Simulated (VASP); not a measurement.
A run of VASP 6.6.1:

INCAR

```
SYSTEM = BaTi2Bi2O
ALGO = Normal
EDIFF = 1E-6
ENCUT = 520
GGA = PS
ISIF = 2
ISMEAR = 0
LASPH = .True.
LCHARG = .False.
LREAL = .False.
LWAVE = .False.
NBANDS = 44
NELM = 80
PREC = Accurate
SIGMA = 0.2
```

The input KPOINTS:

```
k-points
0
Gamma
  6 6 3
  0 0 0
```

The input POSCAR:

```
BaTi2Bi2O
1.0
    4.1153140000      0.0000000000      0.0000000000
    0.0000000000      4.1153140000      0.0000000000
    0.0000000000      0.0000000000      8.7072780000
Ba Ti Bi O
1 2 2 1
Direct
    0.5000000000      0.5000000000      0.5000000000
    0.0000000000      0.5000000000      0.0000000000
    0.5000000000      0.0000000000      0.0000000000
    0.0000000000      0.0000000000      0.2475640000
    0.0000000000      0.0000000000      0.7524360000
    0.5000000000      0.5000000000      0.0000000000
```

Potentials or basis: VASP PAW PBE potentials, release 64 (Ba_sv, Ti_sv, Bi_d, O).

Command:

```bash
$ cat potpaw_PBE.64/Ba_sv/POTCAR potpaw_PBE.64/Ti_sv/POTCAR potpaw_PBE.64/Bi_d/POTCAR potpaw_PBE.64/O/POTCAR > POTCAR
$ mpirun -np 1 vasp_std > vasp.out
```

Hardware: 1 thread of Intel Xeon 8259CL, on a shared host.

Estimate the wall time of this run.

It took 4.3 min on 1 thread of Intel Xeon 8259CL (shared host), peak memory 0.34 GiB. Counts: scf iterations 15, k points 20.
